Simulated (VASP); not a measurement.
Write the native input for VASP 6.6.1 that does the following.

| Item | Value |
| --- | --- |
| Task | single point |
| Functional | PBEsol |
| Potentials or basis | VASP PAW PBE potentials, release 64 (Zr_sv, Si) |
| Cutoff | 520 eV |
| k mesh | 6 × 6 × 12 |
| Occupations | gaussian, width 0.15 eV |
| Spin | no spin polarisation |
| Dipole correction | no |
| Further INCAR settings | ALGO = Fast; EDIFF = 1e-06; NBANDS = 55 |

The structure of Zr3Si2 lies in POSCAR:

```
Zr3Si2
1.0
    6.5003316009      0.0000000000      0.0000000000
    0.0000000000      6.5003316009      0.0000000000
    0.0000000000      0.0000000000      3.6444907296
Zr Si
6 4
Direct
    0.1744786434      0.6744786434      0.5000000000
    0.8255213566      0.3255213566      0.5000000000
    0.3255213566      0.1744786434      0.5000000000
    0.6744786434      0.8255213566      0.5000000000
    0.0000000000      0.0000000000      0.0000000000
    0.5000000000      0.5000000000      0.0000000000
    0.6223900186      0.1223900186      0.0000000000
    0.3776099814      0.8776099814      0.0000000000
    0.8776099814      0.6223900186      0.0000000000
    0.1223900186      0.3776099814      0.0000000000
```

This cell differs from its parent crystal: strain -0.080 along x and y, +0.000 along z.

These files were run (other wordings do the same):

INCAR

```
ALGO     = Fast           # electronic algorithm
EDIFF    = 1E-6           # SCF threshold, eV
ENCUT    = 520            # plane-wave cutoff, eV
GGA      = PS             # functional
ISIF     = 2              # what is computed and relaxed
ISMEAR   = 0              # smearing method
LASPH    = True           # aspherical terms in the spheres
LCHARG   = True           # write CHGCAR
LELF     = True           # ELF
LREAL    = False          # projectors in reciprocal space
LVHAR    = True         
LWAVE    = False          # write WAVECAR
NBANDS   = 55             # bands
NELM     = 80             # most SCF steps
PREC     = Accurate       # precision mode
SIGMA    = 0.15           # smearing width, eV
```

KPOINTS

```
k-points
0
Gamma
  6 6 12
```

Potentials or basis: VASP PAW PBE potentials, release 64 (Zr_sv, Si).

Run with:

```console
$ cat potpaw_PBE.64/Zr_sv/POTCAR potpaw_PBE.64/Si/POTCAR > POTCAR
$ mpirun -np 1 vasp_std > vasp.out
```

Results of the run:

```yaml
Pressure: 35.2 GPa
Largest_force: 0.241 eV/Å
Band_gap_on_the_k_mesh: zero (band 44 reaches 12.27 eV, above the bottom of band 45 at 11.02 eV)
```

Caveat: the cell differs from its parent crystal (strain -0.080 along x and y, +0.000 along z); the PAW data sets were made with another functional, which shifts forces and pressure a little.

Wall time 6.8 min on 1 thread of Intel(R) Xeon(R) 6975P-C (Granite Rapids) (shared host), peak memory 0.52 GiB.
